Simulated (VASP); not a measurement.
# Se (P6_3/mmc) in VASP: further runs

Se is run at these levels: PBE; tasks: single point.

Everything below comes from runs of VASP 6.6.1. Logs are shortened: lines on timing, memory, paths and dates and some standing lists are left out, and cuts for length are marked.

## Step 1: The cell of the first run

Symmetry: P6_3/mmc, No. 194, hexagonal system. The conventional cell has a = 2.496 Å, b = 2.496 Å, c = 3.812 Å, α = 90.00°, β = 90.00°, γ = 120.00°. Within 3.2 Å of Se (site symmetry -6m2) lie 12 Se at 2.39 to 2.50 Å.

## Step 2: Single point, PBE

Contents of INCAR:

```
SYSTEM = Se
  ALGO = Normal
  EDIFF = 1E-7
  ENCUT = 520
  GGA = PE
  ISIF = 2
  ISMEAR = -1
  LASPH = .True.
  LCHARG = .False.
  LREAL = .False.
  LWAVE = .False.
  NBANDS = 13
  NELM = 80
  PREC = Accurate
  SIGMA = 0.1
```

Contents of KPOINTS:

```
k-points
0
Gamma
  18 18 10
  0 0 0
```

Contents of POSCAR:

```
Se
1.0
    2.4957520216      0.0000000000      0.0000000000
   -1.2478760108      2.1613846523      0.0000000000
    0.0000000000      0.0000000000      3.8118994953
Se
2
Direct
    0.3333333333      0.6666666667      0.2500000000
    0.6666666667      0.3333333333      0.7500000000
```

Potentials or basis: VASP PAW PBE potentials, release 64 (Se).

The run is started by

```console
cat potpaw_PBE.64/Se/POTCAR > POTCAR
mpirun -np 1 vasp_std > vasp.out
```

OUTCAR:

```text
SYSTEM = Se
   EDIFF = 1E-7
   ENCUT = 520
   GGA = PE
   ISIF = 2
   ISMEAR = -1
   LASPH = .True.
   LREAL = .False.
   NELM = 80
   PREC = Accurate

 ion  position               nearest neighbor table
   1  0.333  0.667  0.250-   2 2.39   2 2.39   2 2.39   2 2.39   2 2.39   2 2.39
   2  0.667  0.333  0.750-   1 2.39   1 2.39   1 2.39   1 2.39   1 2.39   1 2.39

  LATTYP: Found a hexagonal cell.
 ALAT       =     2.4957520216
 C/A-ratio  =     1.5273550667

  Lattice vectors:

 A1 = (   2.4957520216,   0.0000000000,   0.0000000000)
 A2 = (  -1.2478760108,   2.1613846523,   0.0000000000)
 A3 = (   0.0000000000,   0.0000000000,   3.8118994953)

Analysis of symmetry for initial positions (statically):
=====================================================================
 Subroutine PRICEL returns:
 Original cell was already a primitive cell.

 Routine SETGRP: Setting up the symmetry group for a
 hexagonal supercell.

 Subroutine GETGRP returns: Found 24 space group operations
 (whereof 12 operations were pure point group operations)
 out of a pool of 24 trial point group operations.

The static configuration has the point symmetry D_3d.
 The point group associated with its full space group is D_6h.

Analysis of symmetry for dynamics (positions and initial velocities):
=====================================================================
 Subroutine PRICEL returns:
 Original cell was already a primitive cell.

 Routine SETGRP: Setting up the symmetry group for a
 hexagonal supercell.

 Subroutine GETGRP returns: Found 24 space group operations
 (whereof 12 operations were pure point group operations)
 out of a pool of 24 trial point group operations.

The dynamic configuration has the point symmetry D_3d.
 The point group associated with its full space group is D_6h.

 Subroutine INISYM returns: Found 24 space group operations
 (whereof 12 operations are pure point group operations),
 and found     1 'primitive' translations

----------------------------------------------------------------------------------------

                                     Primitive cell

  volume of cell :      20.5625

  direct lattice vectors                    reciprocal lattice vectors
     2.495752022  0.000000000  0.000000000     0.400680833  0.231333187  0.000000000
    -1.247876011  2.161384652  0.000000000     0.000000000  0.462666374  0.000000000
     0.000000000  0.000000000  3.811899495     0.000000000  0.000000000  0.262336402

  length of vectors
     2.495752022  2.495752022  3.811899495     0.462666374  0.462666374  0.262336402

  position of ions in fractional coordinates (direct lattice)
     0.333333333  0.666666667  0.250000000
[... 91 lines left out ...]
   EMIN   =  10.00;   EMAX   =-10.00  energy-range for DOS
   EFERMI =   0.00;   METHOD = LEGACY
   ISMEAR =    -1;   SIGMA  =   0.10  broadening in eV -4-tet -1-fermi 0-gaus
   EFERMI_NEDOS =   21; number of points for ismear=-14 and -15
   IALGO  =     38    algorithm
   IMIX   =      4    mixing-type and parameters
     AMIX     =   0.40;   BMIX     =  1.00
     AMIX_MAG =   1.60;   BMIX_MAG =  1.00
  volume/ion in A,a.u.               =      10.28        69.38
  Fermi-wavevector in a.u.,A,eV,Ry     =   1.368076  2.585289 25.465104  1.871632
  Thomas-Fermi vector in A             =   2.494072
   LORBIT       =      0    0 simple, 1 ext, 2 COOP (PROOUT), +10 PAW based schemes
   GGA     = PE    functional components
   LHFCALC =     F    Hartree Fock is set to
   AEXX    =    0.0000 exact exchange contribution
   IVDW    =     0    specifies the selected vdW correction
   LEPSILON=     F    determine dielectric tensor
   LRPA    =     F    only Hartree local field effects (RPA)
 non-spin polarized calculation
  energy-cutoff  :      520.00
  volume of cell :       20.56
 maximum number of plane-waves:       567
 NGX is ok and might be reduce to    20
   NGX =  9   NGY =  9   NGZ = 15

 number of electron      12.0000001 magnetization

 Free energy of the ion-electron system (eV)
  ---------------------------------------------------
  ext. energy  EPLUGINS =         0.00000000
  ---------------------------------------------------
  free energy    TOTEN  =         1.91645791 eV

  energy without entropy =        1.93451858  energy(sigma->0) =        1.92548825

 E-fermi :  16.7638     XC(G=0): -13.9543

 val. band max:       16.7205355248   @ k =   0.2778   0.1667   0.4000
 cond. band min:      16.7642028357   @ k =   0.3889   0.2222   0.2000
 fundamental gap:      0.0436673109
 Fermi energy:        16.7638102643

 k-point     1 :       0.0000    0.0000    0.0000
  band No.  band energies     occupation
      1      -8.4747      2.00000
      2       1.4061      2.00000
      3       2.5662      2.00000
      4      19.8722      0.00000
      5      19.8722      0.00000
      6      23.2011      0.00000
      7      23.2011      0.00000
      8      26.7860      0.00000
      9      27.0557      0.00000
     10      28.6937      0.00000
     11      30.4903      0.00000
     12      30.4903      0.00000
     13      33.4004      0.00000
[... 354 lines left out ...]
  band No.  band energies     occupation
      1      -1.9985      2.00000
      2       1.9107      2.00000
      3       7.8798      2.00000
      4       8.7374      2.00000
      5      10.5934      2.00000
      6      11.8907      2.00000
      7      13.4563      2.00000
      8      19.5475      0.00000
      9      22.7240      0.00000
     10      23.1263      0.00000
     11      32.2346      0.00000
     12      32.5185      0.00000
     13      38.5285      0.00000

 [... further k-points ...]

------------------------ aborting loop because EDIFF is reached ----------------------------------------

  FORCE on cell =-STRESS in cart. coord.  units (eV):
  Direction    XX          YY          ZZ          XY          YZ          ZX
  --------------------------------------------------------------------------------------
  -------------------------------------------------------------------------------------
  Total       28.6346682     28.6346682     28.7173284      0.0000000     -0.0000000      0.0000000
  in kB     2231.1450292   2231.1450293   2237.5857183      0.0000000     -0.0000000      0.0000000
  external PRESSURE =    2233.2919256 kB  Pullay stress =       0.0000000 kB

 VOLUME and BASIS-vectors are now :
 -----------------------------------------------------------------------------
  energy-cutoff  :      520.00
  volume of cell :       20.56
      direct lattice vectors                 reciprocal lattice vectors
     2.495752022  0.000000000  0.000000000     0.400680833  0.231333187  0.000000000
    -1.247876011  2.161384652  0.000000000     0.000000000  0.462666374  0.000000000
     0.000000000  0.000000000  3.811899495     0.000000000  0.000000000  0.262336402

 POSITION                                       TOTAL-FORCE (eV/Angst)
 -----------------------------------------------------------------------------------
     -0.00000      1.44092      0.95297        -0.000000     -0.000000      0.000000
      1.24788      0.72046      2.85892         0.000000      0.000000      0.000000
 -----------------------------------------------------------------------------------
    total drift:                               -0.000000      0.000000     -0.000000

  FREE ENERGIE OF THE ION-ELECTRON SYSTEM (eV)
  ---------------------------------------------------
  free  energy   TOTEN  =         1.9164579107 eV

  energy  without entropy=        1.9345185817  energy(sigma->0) =        1.92548825
```

OSZICAR:

```text
N       E                     dE             d eps       ncg     rms          rms(c)
DAV:   1     0.542663575860E+02    0.54266E+02   -0.60271E+03  5772   0.862E+02
DAV:   2     0.361653194602E+01   -0.50650E+02   -0.47419E+02  7861   0.159E+02
DAV:   3     0.184562199623E+01   -0.17709E+01   -0.17586E+01  7378   0.287E+01
DAV:   4     0.184236863878E+01   -0.32534E-02   -0.32530E-02  6728   0.137E+00
DAV:   5     0.184236600021E+01   -0.26386E-05   -0.26366E-05  7407   0.369E-02    0.177E+01
DAV:   6     0.189094694229E+01    0.48581E-01   -0.43729E-03  6467   0.493E-01    0.107E+01
DAV:   7     0.191637158522E+01    0.25425E-01   -0.84854E-03  6447   0.727E-01    0.108E-01
DAV:   8     0.191644998053E+01    0.78395E-04   -0.11420E-04  7343   0.745E-02    0.386E-02
DAV:   9     0.191645686009E+01    0.68796E-05   -0.17856E-05  6744   0.276E-02    0.752E-03
DAV:  10     0.191645797741E+01    0.11173E-05   -0.32349E-07  7259   0.520E-03    0.246E-03
DAV:  11     0.191645791066E+01   -0.66751E-07   -0.73955E-09  4141   0.767E-04
   1 F= 0.19164579E+01 E0= 0.19254882E+01  d E =-.180607E-01
```

stdout:

```text
POSCAR found type information on POSCAR Se
 POSCAR found :  1 types and       2 ions
 scaLAPACK will be used
 LDA part: xc-table for (Slater+PW92), standard interpolation
 POSCAR, INCAR and KPOINTS ok, starting setup
 FFT: planning ... GRIDC
 FFT: planning ... GRID_SOFT
 FFT: planning ... GRID
 WAVECAR not read
 entering main loop
```

Run time: 31 s. Hardware: 1 thread of Intel Xeon 6975P-C (Granite Rapids), shared host; peak memory 0.16 GiB.

Results:

| Property | Result |
| --- | --- |
| Free energy | 1.9165 eV |
| Pressure | 223.3 GPa |
| Band gap on the k mesh | zero (band 6 reaches 23.20 eV, above the bottom of band 7 at 11.81 eV) |

## Step 3: Single point, PBE

Contents of INCAR:

```
SYSTEM = Se
PREC     = Accurate       ! precision mode
ENCUT    = 520            ! plane-wave cutoff, eV
EDIFF    = 1E-6           ! SCF threshold, eV
ISMEAR   = -1             ! smearing method
SIGMA    = 0.1            ! smearing width, eV
LREAL    = .False.        ! projectors in reciprocal space
LASPH    = .True.         ! aspherical terms in the spheres
NELM     = 60             ! most SCF steps
ALGO     = Normal         ! electronic algorithm
ISIF     = 2              ! what is computed and relaxed
LWAVE    = .False.        ! write WAVECAR
LCHARG   = .False.        ! write CHGCAR
GGA      = PE             ! functional
NBANDS   = 13             ! bands
```

Contents of KPOINTS:

```
Automatic mesh
0
Gamma
  18 18 10
  0 0 0
```

Contents of POSCAR:

```
Se
1.0
    2.4959779543      0.0000000000      0.0000000000
   -1.2479889772      2.1615803157      0.0000000000
    0.0000000000      0.0000000000      3.8120430012
Se
2
Direct
    0.3333333333      0.6666666667      0.2500000000
    0.6666666667      0.3333333333      0.7500000000
```

Potentials or basis: VASP PAW PBE potentials, release 64 (Se).

The run is started by

```console
cat potpaw_PBE.64/Se/POTCAR > POTCAR
mpirun -np 1 vasp_std > vasp.out
```

OUTCAR:

```text
SYSTEM = Se
   PREC = Accurate
   ENCUT = 520
   EDIFF = 1E-6
   ISMEAR = -1
   LREAL = .False.
   LASPH = .True.
   NELM = 60
   ISIF = 2
   GGA = PE

 ion  position               nearest neighbor table
   1  0.333  0.667  0.250-   2 2.39   2 2.39   2 2.39   2 2.39   2 2.39   2 2.39
   2  0.667  0.333  0.750-   1 2.39   1 2.39   1 2.39   1 2.39   1 2.39   1 2.39

  LATTYP: Found a hexagonal cell.
 ALAT       =     2.4959779543
 C/A-ratio  =     1.5272743073

  Lattice vectors:

 A1 = (   2.4959779543,   0.0000000000,   0.0000000000)
 A2 = (  -1.2479889772,   2.1615803157,   0.0000000000)
 A3 = (   0.0000000000,   0.0000000000,   3.8120430012)

Analysis of symmetry for initial positions (statically):
=====================================================================
 Subroutine PRICEL returns:
 Original cell was already a primitive cell.

 Routine SETGRP: Setting up the symmetry group for a
 hexagonal supercell.

 Subroutine GETGRP returns: Found 24 space group operations
 (whereof 12 operations were pure point group operations)
 out of a pool of 24 trial point group operations.

The static configuration has the point symmetry D_3d.
 The point group associated with its full space group is D_6h.

Analysis of symmetry for dynamics (positions and initial velocities):
=====================================================================
 Subroutine PRICEL returns:
 Original cell was already a primitive cell.

 Routine SETGRP: Setting up the symmetry group for a
 hexagonal supercell.

 Subroutine GETGRP returns: Found 24 space group operations
 (whereof 12 operations were pure point group operations)
 out of a pool of 24 trial point group operations.

The dynamic configuration has the point symmetry D_3d.
 The point group associated with its full space group is D_6h.

 Subroutine INISYM returns: Found 24 space group operations
 (whereof 12 operations are pure point group operations),
 and found     1 'primitive' translations

----------------------------------------------------------------------------------------

[... 123 lines left out ...]
 non-spin polarized calculation
  energy-cutoff  :      520.00
  volume of cell :       20.57
 maximum number of plane-waves:       567
 NGX is ok and might be reduce to    20
   NGX =  9   NGY =  9   NGZ = 15

 number of electron      12.0000001 magnetization

 Free energy of the ion-electron system (eV)
  ---------------------------------------------------
  ext. energy  EPLUGINS =         0.00000000
  ---------------------------------------------------
  free energy    TOTEN  =         1.91019393 eV

  energy without entropy =        1.92825709  energy(sigma->0) =        1.91922551

 E-fermi :  16.7592     XC(G=0): -13.9532

 val. band max:       16.7169506798   @ k =   0.2778   0.1667   0.4000
 cond. band min:      16.7602293264   @ k =   0.3889   0.2222   0.2000
 fundamental gap:      0.0432786466
 Fermi energy:        16.7591883120

 k-point     1 :       0.0000    0.0000    0.0000
  band No.  band energies     occupation
      1      -8.4754      2.00000
      2       1.4040      2.00000
      3       2.5649      2.00000
      4      19.8654      0.00000
      5      19.8654      0.00000
      6      23.1942      0.00000
      7      23.1942      0.00000
      8      26.7787      0.00000
      9      27.0488      0.00000
     10      28.6887      0.00000
     11      30.4837      0.00000
     12      30.4837      0.00000
     13      33.3942      0.00000
[... 354 lines left out ...]
  band No.  band energies     occupation
      1      -2.0008      2.00000
      2       1.9078      2.00000
      3       7.8765      2.00000
      4       8.7347      2.00000
      5      10.5895      2.00000
      6      11.8872      2.00000
      7      13.4528      2.00000
      8      19.5422      0.00000
      9      22.7184      0.00000
     10      23.1218      0.00000
     11      32.2278      0.00000
     12      32.5121      0.00000
     13      38.5313      0.00000

 [... further k-points ...]

------------------------ aborting loop because EDIFF is reached ----------------------------------------

  FORCE on cell =-STRESS in cart. coord.  units (eV):
  Direction    XX          YY          ZZ          XY          YZ          ZX
  --------------------------------------------------------------------------------------
  -------------------------------------------------------------------------------------
  Total       28.6175272     28.6175272     28.7023468     -0.0000000      0.0000000      0.0000000
  in kB     2229.3218557   2229.3218556   2235.9293515     -0.0000001      0.0000000      0.0000000
  external PRESSURE =    2231.5243543 kB  Pullay stress =       0.0000000 kB

 VOLUME and BASIS-vectors are now :
 -----------------------------------------------------------------------------
  energy-cutoff  :      520.00
  volume of cell :       20.57
      direct lattice vectors                 reciprocal lattice vectors
     2.495977954  0.000000000  0.000000000     0.400644564  0.231312247  0.000000000
    -1.247988977  2.161580316  0.000000000     0.000000000  0.462624494  0.000000000
     0.000000000  0.000000000  3.812043001     0.000000000  0.000000000  0.262326527

 POSITION                                       TOTAL-FORCE (eV/Angst)
 -----------------------------------------------------------------------------------
     -0.00000      1.44105      0.95301         0.000000      0.000000      0.000000
      1.24799      0.72053      2.85903        -0.000000     -0.000000      0.000000
 -----------------------------------------------------------------------------------
    total drift:                               -0.000000      0.000000     -0.000000

  FREE ENERGIE OF THE ION-ELECTRON SYSTEM (eV)
  ---------------------------------------------------
  free  energy   TOTEN  =         1.9101939319 eV

  energy  without entropy=        1.9282570879  energy(sigma->0) =        1.91922551
```

OSZICAR:

```text
N       E                     dE             d eps       ncg     rms          rms(c)
DAV:   1     0.533407160650E+02    0.53341E+02   -0.60041E+03  5801   0.863E+02
DAV:   2     0.353131123855E+01   -0.49809E+02   -0.46701E+02  7814   0.158E+02
DAV:   3     0.183925025585E+01   -0.16921E+01   -0.16825E+01  7381   0.282E+01
DAV:   4     0.183620767867E+01   -0.30426E-02   -0.30422E-02  6648   0.133E+00
DAV:   5     0.183620532292E+01   -0.23558E-05   -0.23555E-05  7410   0.359E-02    0.177E+01
DAV:   6     0.188471998659E+01    0.48515E-01   -0.43687E-03  6467   0.493E-01    0.107E+01
DAV:   7     0.191010774177E+01    0.25388E-01   -0.84775E-03  6447   0.726E-01    0.108E-01
DAV:   8     0.191018601716E+01    0.78275E-04   -0.11410E-04  7371   0.745E-02    0.386E-02
DAV:   9     0.191019288710E+01    0.68699E-05   -0.17851E-05  6628   0.276E-02    0.751E-03
DAV:  10     0.191019400208E+01    0.11150E-05   -0.31794E-07  4736   0.520E-03    0.251E-03
DAV:  11     0.191019393188E+01   -0.70195E-07   -0.10854E-08  3651   0.103E-03
   1 F= 0.19101939E+01 E0= 0.19192255E+01  d E =-.180632E-01
```

Run time: 33 s. Hardware: 1 thread of Intel Xeon 6975P-C (Granite Rapids), shared host; peak memory 0.17 GiB.

What came out:

```yaml
Free_energy: 1.9102 eV
Pressure: 223.2 GPa
Band_gap_on_the_k_mesh: zero (band 6 reaches 23.19 eV, above the bottom of band 7 at 11.81 eV)
```
